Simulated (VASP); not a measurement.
Runs of VASP 6.6.1 on AlFe3B. The structure is that of space group Pm-3m (No. 221), or close to it. The cells are those of the table. 

```csv
task,level,potentials or basis,spin,cell,k mesh,cutoff (eV),gap on the mesh (eV),pressure (GPa),moment (μB)
single point,PBEsol,"VASP PAW PBE potentials, release 64 (Fe, Al, B)","collinear, ferrimagnetic start","a = 3.822 Å, 5 atoms",7 × 7 × 7,520,none,-7.1,4.11
single point,PBEsol,"VASP PAW PBE potentials, release 64 (Fe, Al, B)","collinear, ferromagnetic start","a = 3.975, b = 3.975, c = 3.822 Å, 5 atoms",6 × 6 × 6,520,none,(a),4.45
single point,PBEsol,"VASP PAW PBE potentials, release 64 (Fe, Al, B)",off,"a = 3.822 Å, 5 atoms",7 × 7 × 7,520,none,-12.6,-
single point,LDA,"VASP PAW LDA potentials, release 64 (Fe, Al, B)","collinear, ferromagnetic start","a = 3.730 Å, 5 atoms",7 × 7 × 7,520,none,-1.5,2.76
single point,PBEsol,"VASP PAW PBE potentials, release 64 (Fe, Al, B)","collinear, ferromagnetic start","a = 3.822 Å, 5 atoms",7 × 7 × 7,520,none,-7.1,4.11
single point,r2SCAN,"VASP PAW PBE potentials, release 64 (Fe, Al, B)","collinear, ferromagnetic start","a = 3.851 Å, 5 atoms",7 × 7 × 7,520,none,(c),6.25
relaxation of cell and atoms,LDA,"VASP PAW LDA potentials, release 64 (Fe, Al, B)","collinear, ferromagnetic start","relaxed from a = 3.822 Å, 5 atoms",7 × 7 × 7,600,none,-0.1,(b)
```

Alike in all rows: smearing fermi-dirac 0.05 eV.

Question: Fill in the values left out.

Answer: (a) -17.8; (b) 2.65; (c) 0.3.

Caveats: the PAW data sets were made with another functional, which shifts forces and pressure a little (some runs); the moment fell far below its start of 4.5 μB, so a state of higher moment may lie lower in energy (some runs).

A gap of «none» marks levels without a gap at the run's occupations.
